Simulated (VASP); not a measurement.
# Cu (P6_3/mmc) in VASP: further runs, part 2 of 2

VASP 6.6.1. Earlier steps stand in the parts before.

### 4 Single point, PBEsol (12.68 Å³/atom)

This run uses another cell than the first one, of 12.68 Å³/atom.

INCAR reads:

```
PREC = Accurate
ENCUT = 520
EDIFF = 1E-6
ISMEAR = -1
SIGMA = 0.1
LREAL = F
LASPH = T
NELM = 100
ALGO = Normal
ISIF = 2
LWAVE = F
LCHARG = F
GGA = PS
NBANDS = 30
```

KPOINTS reads:

```
Automatic mesh
0
Gamma
  16 16 5
```

POSCAR reads:

```
Cu
1.0
    2.6173097454      0.0000000000      0.0000000000
   -1.3086548727      2.2666567291      0.0000000000
    0.0000000000      0.0000000000      8.5501460772
Cu
4
Direct
    1.0000000000      1.0000000000      0.0000000000
    1.0000000000      1.0000000000      0.5000000000
    0.3333333333      0.6666666667      0.2500000000
    0.6666666667      0.3333333333      0.7500000000
```

Potentials or basis: VASP PAW PBE potentials, release 64 (Cu).

Command:

```bash
$ cat potpaw_PBE.64/Cu/POTCAR > POTCAR
$ mpirun -np 1 vasp_std > vasp.out
```

OUTCAR:

```text
PREC = Accurate
   ENCUT = 520
   EDIFF = 1E-6
   ISMEAR = -1
   LREAL = F
   LASPH = T
   NELM = 100
   ISIF = 2
   GGA = PS

 ion  position               nearest neighbor table
   1  0.000  0.000  0.000-   3 2.62   4 2.62   4 2.62   3 2.62   4 2.62   3 2.62
   2  0.000  0.000  0.500-   3 2.62   4 2.62   4 2.62   3 2.62   4 2.62   3 2.62
   3  0.333  0.667  0.250-   1 2.62   2 2.62   1 2.62   2 2.62   1 2.62   2 2.62
   4  0.667  0.333  0.750-   1 2.62   2 2.62   1 2.62   2 2.62   1 2.62   2 2.62

  LATTYP: Found a hexagonal cell.
 ALAT       =     2.6173097454
 C/A-ratio  =     3.2667688997

  Lattice vectors:

 A1 = (   2.6173097454,   0.0000000000,   0.0000000000)
 A2 = (  -1.3086548727,   2.2666567291,   0.0000000000)
 A3 = (   0.0000000000,   0.0000000000,   8.5501460772)

Analysis of symmetry for initial positions (statically):
=====================================================================
 Subroutine PRICEL returns:
 Original cell was already a primitive cell.

 Routine SETGRP: Setting up the symmetry group for a
 hexagonal supercell.

[... 170 lines left out ...]
  energy without entropy =      -16.94415160  energy(sigma->0) =      -16.96697981

 E-fermi :   6.5059     XC(G=0): -12.4980

 val. band max:        6.5016215107   @ k =   0.1875   0.1250   0.4000
 cond. band min:       6.5207328597   @ k =   0.4375  -0.0000   0.0000
 fundamental gap:      0.0191113490
 Fermi energy:         6.5059029698

 k-point     1 :       0.0000    0.0000    0.0000
  band No.  band energies     occupation
      1      -2.3047      2.00000
      2      -0.2817      2.00000
      3      -0.2750      2.00000
      4       1.8452      2.00000
      5       3.5171      2.00000
      6       3.5202      2.00000
[... 781 lines left out ...]
     29      15.4825      0.00000
     30      17.1107      0.00000

 [... further k-points ...]

------------------------ aborting loop because EDIFF is reached ----------------------------------------

  FORCE on cell =-STRESS in cart. coord.  units (eV):
  Direction    XX          YY          ZZ          XY          YZ          ZX
  --------------------------------------------------------------------------------------
  -------------------------------------------------------------------------------------
  Total       -4.2085347     -4.2085347     -4.2145509      0.0000000      0.0000000      0.0000000
  in kB     -132.9312474   -132.9312474   -133.1212762      0.0000000      0.0000000      0.0000000
  external PRESSURE =    -132.9945904 kB  Pullay stress =       0.0000000 kB

 VOLUME and BASIS-vectors are now :
 -----------------------------------------------------------------------------
  energy-cutoff  :      520.00
  volume of cell :       50.72
      direct lattice vectors                 reciprocal lattice vectors
     2.617309745  0.000000000  0.000000000     0.382071706  0.220589202  0.000000000
    -1.308654873  2.266656729  0.000000000     0.000000000  0.441178405  0.000000000
     0.000000000  0.000000000  8.550146077     0.000000000  0.000000000  0.116957066

 POSITION                                       TOTAL-FORCE (eV/Angst)
 -----------------------------------------------------------------------------------
      0.00000      0.00000      0.00000         0.000000      0.000000     -0.000000
      0.00000      0.00000      4.27507         0.000000      0.000000     -0.000000
     -0.00000      1.51110      2.13754         0.000000     -0.000000     -0.000000
      1.30865      0.75555      6.41261        -0.000000      0.000000      0.000000
 -----------------------------------------------------------------------------------
    total drift:                                0.000000     -0.000000      0.000000

  FREE ENERGIE OF THE ION-ELECTRON SYSTEM (eV)
  ---------------------------------------------------
  free  energy   TOTEN  =       -16.9898080111 eV

  energy  without entropy=      -16.9441516034  energy(sigma->0) =      -16.96697981
```

OSZICAR:

```text
N       E                     dE             d eps       ncg     rms          rms(c)
DAV:   1     0.335455437362E+03    0.33546E+03   -0.19786E+04  5624   0.256E+03
DAV:   2     0.972992514985E+01   -0.32573E+03   -0.31403E+03  5400   0.390E+02
DAV:   3    -0.204133645540E+02   -0.30143E+02   -0.28317E+02  5892   0.165E+02
DAV:   4    -0.211839164406E+02   -0.77055E+00   -0.76894E+00  6344   0.360E+01
DAV:   5    -0.211929529595E+02   -0.90365E-02   -0.90360E-02  7004   0.374E+00    0.166E+01
DAV:   6    -0.190104341168E+02    0.21825E+01   -0.38499E+01  6048   0.130E+02    0.957E+00
DAV:   7    -0.170238868458E+02    0.19865E+01   -0.78198E+00  6168   0.563E+01    0.679E-01
DAV:   8    -0.170068413462E+02    0.17045E-01   -0.19476E-01  7246   0.664E+00    0.100E+00
DAV:   9    -0.169939562415E+02    0.12885E-01   -0.17235E-02  6460   0.371E+00    0.523E-01
DAV:  10    -0.169896597968E+02    0.42964E-02   -0.16863E-02  6408   0.272E+00    0.267E-02
DAV:  11    -0.169898105154E+02   -0.15072E-03   -0.14204E-03  6376   0.614E-01    0.217E-02
DAV:  12    -0.169898145441E+02   -0.40287E-05   -0.33811E-05  7028   0.147E-01    0.215E-02
DAV:  13    -0.169898075803E+02    0.69637E-05   -0.19114E-05  6212   0.870E-02    0.251E-03
DAV:  14    -0.169898080111E+02   -0.43075E-06   -0.17145E-06  4172   0.188E-02
   1 F= -.16989808E+02 E0= -.16966980E+02  d E =-.456564E-01
```

Run time: 2.1 min. Hardware: 1 thread of Intel Xeon 8259CL, shared host; peak memory 0.23 GiB.

Results:

```yaml
Free_energy: -16.9898 eV
Pressure: -13.3 GPa
Band_gap_on_the_k_mesh: zero (bands 22 and 23 overlap by 4.99 eV)
```

Caveat: the cell stands under tension; the PAW data sets were made with another functional, which shifts forces and pressure a little.

### 5 The runs side by side

```csv
cell,gap on the mesh (eV),pressure (GPa)
"a = 2.486, b = 2.486, c = 8.122 Å, angles 90.0, 90.0, 120.0°, 4 atoms",none,8.3
"a = 2.586, b = 2.586, c = 8.447 Å, angles 90.0, 90.0, 120.0°, 4 atoms",none,-9.6
"a = 2.617, b = 2.617, c = 8.550 Å, angles 90.0, 90.0, 120.0°, 4 atoms",none,-13.3
```

Alike in all rows: task single point; level PBEsol; potentials or basis VASP PAW PBE potentials, release 64 (Cu); no spin polarisation; k mesh 16 × 16 × 5; cutoff (eV) 520; smearing fermi-dirac 0.1 eV.

Caveats: the PAW data sets were made with another functional, which shifts forces and pressure a little; the cell stands under tension (at least some runs); the cell stands under pressure (at least some runs).

Total energies depend on the potentials used, so only differences within one code and one set of settings carry meaning.
